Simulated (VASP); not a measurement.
A run of VASP 6.6.1 is set up as follows.

POSCAR

```
Ag
1.0
    0.0000000000      2.0519023311      2.0519023311
    2.0519023311      0.0000000000      2.0519023311
    2.0519023311      2.0519023311      0.0000000000
Ag
1
Direct
    0.0000000000      0.0000000000      0.0000000000
```

File INCAR.step1:

```
ALGO = Normal
EDIFF = 1E-4
ENCUT = 520
GGA = PE
ISMEAR = 0
LASPH = T
LCHARG = F
LREAL = F
LWAVE = T
NBANDS = 12
NELM = 100
PREC = Accurate
SIGMA = 0.6
```

The input INCAR.step2:

```
ALGO = Normal
EDIFF = 1E-6
ENCUT = 520
ISIF = 2
ISMEAR = 0
ISTART = 1
LASPH = T
LCHARG = T
LELF = T
LMIXTAU = T
LREAL = F
LVHAR = T
LWAVE = F
METAGGA = R2SCAN
NBANDS = 12
NELM = 100
PREC = Accurate
SIGMA = 0.6
```

KPOINTS

```
k-points
0
Gamma
  13 13 13
```

Potentials or basis: VASP PAW PBE potentials, release 64 (Ag).

Run with:

```sh
$ cat potpaw_PBE.64/Ag/POTCAR > POTCAR
$ cp INCAR.step1 INCAR
$ mpirun -np 1 vasp_std > vasp.out
$ cp INCAR.step2 INCAR
$ mpirun -np 1 vasp_std > vasp.out
```

Question: Estimate the pressure.

Answer: 0.3 GPa.

Caveat: the PAW data sets were made with another functional, which shifts forces and pressure a little.
